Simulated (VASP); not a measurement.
# CuAu in VASP: further runs, part 2 of 2

VASP 6.6.1. The steps go on from the part before.

## Step 4: Single point, PBE (atoms moved at random)

The input, INCAR:

```
ALGO = Fast
EDIFF = 1E-7
ENCUT = 520
GGA = PE
ISIF = 2
ISMEAR = -1
LASPH = T
LCHARG = F
LREAL = F
LWAVE = F
NBANDS = 18
NELM = 80
PREC = Accurate
SIGMA = 0.05
```

The input, KPOINTS:

```
k-points
0
Gamma
  11 11 11
```

The input, POSCAR:

```
CuAu
1.0
    1.4430568479      0.8331492596      4.2561707609
   -1.4430568479      0.8331492596      4.2561707609
    0.0000000000     -1.6662985192      4.2561707609
Au Cu
1 1
Direct
   -0.0017160000      0.0121310000     -0.0123220000
    0.5007360000      0.5014260000      0.4999300000
```

Potentials or basis: VASP PAW PBE potentials, release 64 (Au, Cu).

Launch:

```
> cat potpaw_PBE.64/Au/POTCAR potpaw_PBE.64/Cu/POTCAR > POTCAR
> mpirun -np 1 vasp_std > vasp.out
```

OUTCAR:

```text
EDIFF = 1E-7
   ENCUT = 520
   GGA = PE
   ISIF = 2
   ISMEAR = -1
   LASPH = T
   LREAL = F
   NELM = 80
   PREC = Accurate

 ion  position               nearest neighbor table
   1  0.998  0.012  0.988-   2 2.67   2 2.69   2 2.70   2 2.71   2 2.71   2 2.73
   2  0.501  0.501  0.500-   1 2.67   1 2.69   1 2.70   1 2.71   1 2.71   1 2.73

  LATTYP: Found a trigonal (rhomboedric) cell.
 ALAT       =     4.5707264522
 COS(alpha) =     0.8006453295

  Lattice vectors:

 A1 = (   1.4430568479,   0.8331492596,   4.2561707609)
 A2 = (  -1.4430568479,   0.8331492596,   4.2561707609)
 A3 = (   0.0000000000,  -1.6662985192,   4.2561707609)

Analysis of symmetry for initial positions (statically):
=====================================================================
 Subroutine PRICEL returns:
 Original cell was already a primitive cell.

 Routine SETGRP: Setting up the symmetry group for a
 trigonal (rhombohedral) supercell.

 Subroutine GETGRP returns: Found  1 space group operations
 (whereof  1 operations were pure point group operations)
 out of a pool of 12 trial point group operations.

The static configuration has the point symmetry C_1 .

Analysis of symmetry for dynamics (positions and initial velocities):
=====================================================================
 Subroutine PRICEL returns:
 Original cell was already a primitive cell.

 Routine SETGRP: Setting up the symmetry group for a
 trigonal (rhombohedral) supercell.

 Subroutine GETGRP returns: Found  1 space group operations
 (whereof  1 operations were pure point group operations)
 out of a pool of 12 trial point group operations.

The dynamic configuration has the point symmetry C_1 .

 Subroutine INISYM returns: Found  1 space group operations
 (whereof  1 operations are pure point group operations),
 and found     1 'primitive' translations

----------------------------------------------------------------------------------------

                                     Primitive cell

  volume of cell :      30.7027

  direct lattice vectors                    reciprocal lattice vectors
     1.443056848  0.833149260  4.256170761     0.346486696  0.200044187  0.078317660
    -1.443056848  0.833149260  4.256170761    -0.346486696  0.200044187  0.078317660
     0.000000000 -1.666298519  4.256170761     0.000000000 -0.400088375  0.078317660

  length of vectors
     4.570726452  4.570726452  4.570726452     0.407681694  0.407681694  0.407681694

  position of ions in fractional coordinates (direct lattice)
     0.998284000  0.012131000  0.987678000
     0.500736000  0.501426000  0.499930000

  ion indices of the primitive-cell ions
   primitive index   ion index
                 1           1
                 2           2

----------------------------------------------------------------------------------------

 KPOINTS: k-points

Automatic generation of k-mesh.
 Grid dimensions read from file:
 generate k-points for:   11   11   11

 Generating k-lattice:

  Cartesian coordinates                     Fractional coordinates (reciprocal lattice)
     0.031498791  0.018185835  0.007119787     0.090909091  0.000000000  0.000000000
    -0.031498791  0.018185835  0.007119787     0.000000000  0.090909091  0.000000000
     0.000000000 -0.036371670  0.007119787     0.000000000  0.000000000  0.090909091

  Length of vectors
     0.037061972  0.037061972  0.037061972

  Shift w.r.t. Gamma in fractional coordinates (k-lattice)
     0.000000000  0.000000000  0.000000000

 Subroutine IBZKPT returns following result:
 ===========================================

 Found    666 irreducible k-points:

 Following reciprocal coordinates:
            Coordinates               Weight
  0.000000  0.000000  0.000000      1.000000
  0.090909  0.000000  0.000000      2.000000
  0.000000  0.090909  0.000000      2.000000
  0.000000  0.000000  0.090909      2.000000
  0.181818 -0.000000  0.000000      2.000000
 -0.000000  0.181818  0.000000      2.000000
[... 16 lines left out ...]
 -0.090909 -0.181818 -0.000000      2.000000
  0.090909  0.000000  0.181818      2.000000
 [... further k-points ...]
   k-points           NKPTS =    666   k-points in BZ     NKDIM =    666   number of bands    NBANDS=     18
   number of dos      NEDOS =    301   number of ions     NIONS =      2
   total plane-waves  NPLWV =  46656
   dimension x,y,z NGX =    36 NGY =   36 NGZ =   36
   dimension x,y,z NGXF=    72 NGYF=   72 NGZF=   72
   ions per type =               1   1
   NGX,Y,Z   is equivalent  to a cutoff of  13.09, 13.09, 13.09 a.u.
   NGXF,Y,Z  is equivalent  to a cutoff of  26.19, 26.19, 26.19 a.u.
 SYSTEM =  unknown system
   PREC   = accura    normal or accurate (medium, high low for compatibility)
   ISTART =      0    job   : 0-new  1-cont  2-samecut
   ICHARG =      2    charge: 1-file 2-atom 10-const
   ISPIN  =      1    spin polarized calculation?
   LNONCOLLINEAR =      F non collinear calculations
   LSORBIT =      F    spin-orbit coupling
   LASPH  =      T    aspherical Exc in radial PAW
   ENCUT  =  520.0 eV  38.22 Ry    6.18 a.u.   8.50  8.50  8.50*2*pi/ulx,y,z
   NELM   =     80;   NELMIN=  2; NELMDL= -5     # of ELM steps
   EDIFF  = 0.1E-06   stopping-criterion for ELM
   LREAL  =      F    real-space projection
   EDIFFG = 0.1E-05   stopping-criterion for IOM
   NSW    =      0    number of steps for IOM
   IBRION =     -1    ionic relax: 0-MD 1-quasi-New 2-CG
   NFREE  =      0    steps in history (QN), initial steepest desc. (CG)
   ISIF   =      2    stress and relaxation
   ISYM   =      2    0-nonsym 1-usesym 2-fastsym
   POTIM  = 0.5000    time-step for ionic-motion
   TEBEG  =    0.0;   TEEND  =   0.0 temperature during run
   PSTRESS=    0.0 pullay stress
   NELECT =      22.0000    total number of electrons
   NUPDOWN=      -1.0000    fix difference up-down
   EMIN   =  10.00;   EMAX   =-10.00  energy-range for DOS
   EFERMI =   0.00;   METHOD = LEGACY
   ISMEAR =    -1;   SIGMA  =   0.05  broadening in eV -4-tet -1-fermi 0-gaus
   EFERMI_NEDOS =   21; number of points for ismear=-14 and -15
   IALGO  =     68    algorithm
   IMIX   =      4    mixing-type and parameters
     AMIX     =   0.40;   BMIX     =  1.00
     AMIX_MAG =   1.60;   BMIX_MAG =  1.00
  volume/ion in A,a.u.               =      15.35       103.60
  Fermi-wavevector in a.u.,A,eV,Ry     =   1.464952  2.768359 29.199270  2.146086
  Thomas-Fermi vector in A             =   2.580867
   LORBIT       =      0    0 simple, 1 ext, 2 COOP (PROOUT), +10 PAW based schemes
   GGA     = PE    functional components
   LHFCALC =     F    Hartree Fock is set to
   AEXX    =    0.0000 exact exchange contribution
   IVDW    =     0    specifies the selected vdW correction
   LEPSILON=     F    determine dielectric tensor
   LRPA    =     F    only Hartree local field effects (RPA)
 non-spin polarized calculation
 RMM-DIIS sequential band-by-band and
  energy-cutoff  :      520.00
  volume of cell :       30.70
 maximum number of plane-waves:       861
 NGX is ok and might be reduce to    36

 number of electron      21.9999999 magnetization

 Free energy of the ion-electron system (eV)
  ---------------------------------------------------
  ext. energy  EPLUGINS =         0.00000000
  ---------------------------------------------------
  free energy    TOTEN  =        -6.91958450 eV

  energy without entropy =       -6.91166634  energy(sigma->0) =       -6.91562542

 E-fermi :   8.0547     XC(G=0): -12.3398

 val. band max:        8.0456495907   @ k =  -0.0909  -0.2727   0.2727
 cond. band min:       8.0824631408   @ k =   0.3636   0.2727  -0.1818
 fundamental gap:      0.0368135501
 Fermi energy:         8.0547178745

 k-point     1 :       0.0000    0.0000    0.0000
  band No.  band energies     occupation
      1      -1.3707      2.00000
      2       1.6302      2.00000
      3       3.2941      2.00000
      4       3.2945      2.00000
      5       4.2803      2.00000
      6       4.2822      2.00000
[... 10 lines left out ...]
     17      25.4471      0.00000
     18      28.0668      0.00000
[... 463 lines left out ...]
 k-point    24 :       0.0909    0.0000    0.1818
  band No.  band energies     occupation
      1      -0.5829      2.00000
      2       2.0419      2.00000
      3       3.0284      2.00000
      4       3.7292      2.00000
      5       3.7962      2.00000
      6       4.2847      2.00000
[... 10 lines left out ...]
     17      24.6653      0.00000
     18      25.2774      0.00000

 [... further k-points ...]

------------------------ aborting loop because EDIFF is reached ----------------------------------------

  FORCE on cell =-STRESS in cart. coord.  units (eV):
  Direction    XX          YY          ZZ          XY          YZ          ZX
  --------------------------------------------------------------------------------------
  -------------------------------------------------------------------------------------
  Total       -0.1691202     -0.1792207      0.2019184     -0.0020613     -0.0045704      0.0094776
  in kB       -8.8253030     -9.3523832     10.5368278     -0.1075635     -0.2384974      0.4945749
  external PRESSURE =      -2.5469528 kB  Pullay stress =       0.0000000 kB

 VOLUME and BASIS-vectors are now :
 -----------------------------------------------------------------------------
  energy-cutoff  :      520.00
  volume of cell :       30.70
      direct lattice vectors                 reciprocal lattice vectors
     1.443056848  0.833149260  4.256170761     0.346486696  0.200044187  0.078317660
    -1.443056848  0.833149260  4.256170761    -0.346486696  0.200044187  0.078317660
     0.000000000 -1.666298519  4.256170761     0.000000000 -0.400088375  0.078317660

 POSITION                                       TOTAL-FORCE (eV/Angst)
 -----------------------------------------------------------------------------------
      1.42307     -0.80394      8.50423         0.036848     -0.052659      0.123530
     -0.00100      0.00192      6.39316        -0.036848      0.052659     -0.123530
 -----------------------------------------------------------------------------------
    total drift:                                0.000010     -0.000002      0.000430

  FREE ENERGIE OF THE ION-ELECTRON SYSTEM (eV)
  ---------------------------------------------------
  free  energy   TOTEN  =        -6.9195844962 eV

  energy  without entropy=       -6.9116663417  energy(sigma->0) =       -6.91562542
```

It took 12 min on 1 thread of Intel Xeon Platinum 8488C (Sapphire Rapids), shared host; peak memory 0.54 GiB.

What came out:

```
Free energy            : -6.9196 eV
Pressure               : -0.3 GPa
Largest force          : 0.139 eV/Å
Band gap on the k mesh : zero (band 11 reaches 10.10 eV, above the bottom of band 12 at 5.92 eV)
```

Forces on the atoms (eV/Å):
```
Au   0.037 -0.053  0.124
Cu  -0.037  0.053 -0.124
```

Caveat: the cell differs from its parent crystal (atoms moved at random); spin-orbit coupling is left out, which moves the levels of the heavy elements.

## Step 5: Single point, PBE

This run uses another cell than the first one, of 14.43 Å³/atom, 0.940 times its volume.

The input, INCAR:

```
SYSTEM = CuAu
PREC = Accurate
ENCUT = 520
EDIFF = 1E-7
ISMEAR = -1
SIGMA = 0.05
LREAL = .False.
LASPH = .True.
NELM = 60
ALGO = Normal
ISIF = 2
LWAVE = .False.
LCHARG = .False.
GGA = PE
NBANDS = 18
```

The input, KPOINTS:

```
Automatic mesh
0
Gamma
  11 11 11
  0 0 0
```

The input, POSCAR:

```
CuAu
1.0
    1.4135984423      0.8161414412      4.1692857537
   -1.4135984423      0.8161414412      4.1692857537
    0.0000000000     -1.6322828824      4.1692857537
Au Cu
1 1
Direct
    0.0000000000      0.0000000000      0.0000000000
    0.5000000000      0.5000000000      0.5000000000
```

Launch:

```
> cat potpaw_PBE.64/Au/POTCAR potpaw_PBE.64/Cu/POTCAR > POTCAR
> mpirun -np 1 vasp_std > vasp.out
```

Run time: 58 s. Hardware: 1 thread of Intel Xeon 6975P-C (Granite Rapids), shared host; peak memory 0.26 GiB.

The run converged. Its results:

| Property | Result |
| --- | --- |
| Free energy | -6.8712 eV |
| Pressure | 9.5 GPa |
| Band gap on the k mesh | zero (band 11 reaches 11.02 eV, above the bottom of band 12 at 6.66 eV) |

Stress tensor (GPa, compression positive):
```
 8.38  0.00  0.00
 0.00  8.38  0.00
 0.00  0.00 11.71
```

Levels at points of the mesh, in eV from the Fermi level:
```csv
k point,band 7,band 8,band 9,band 10,band 11,band 12,band 13,band 14,band 15,band 16
"(0.00, 0.00, 0.00)",-2.93,-2.37,-2.37,-1.66,-1.66,-0.29,4.93,14.52,16.50,16.50
```

Caveat: spin-orbit coupling is left out, which moves the levels of the heavy elements.

## Step 6: Summary

```tsv
level	potentials or basis	cell	k mesh	gap on the mesh (eV)	pressure (GPa)
LDA	VASP PAW LDA potentials, release 64 (Au, Cu)	a = 4.571 Å, angles 36.8°, 2 atoms	6 × 6 × 6	none	-11.9
r2SCAN	VASP PAW PBE potentials, release 64 (Au, Cu)	a = 4.571 Å, angles 36.8°, 2 atoms	6 × 6 × 6	none	-4.2
PBE	VASP PAW PBE potentials, release 64 (Au, Cu)	a = 4.571 Å, angles 36.8°, 2 atoms	11 × 11 × 11	none	-0.3
PBE	VASP PAW PBE potentials, release 64 (Au, Cu)	a = 4.477 Å, angles 36.8°, 2 atoms	11 × 11 × 11	none	9.5
```

Some of these runs hold the atoms at other places in the same cell, which the table doesn't show; runs alike in all that it shows share one row.

Alike in all rows: task single point; no spin polarisation; cutoff (eV) 520; smearing fermi-dirac 0.05 eV.

Caveats: some runs use coarse meshes; spin-orbit coupling is left out, which moves the levels of the heavy elements; the PAW data sets were made with another functional, which shifts forces and pressure a little (some runs).

Total energies depend on the potentials used, so only differences within one code and one set of settings carry meaning.
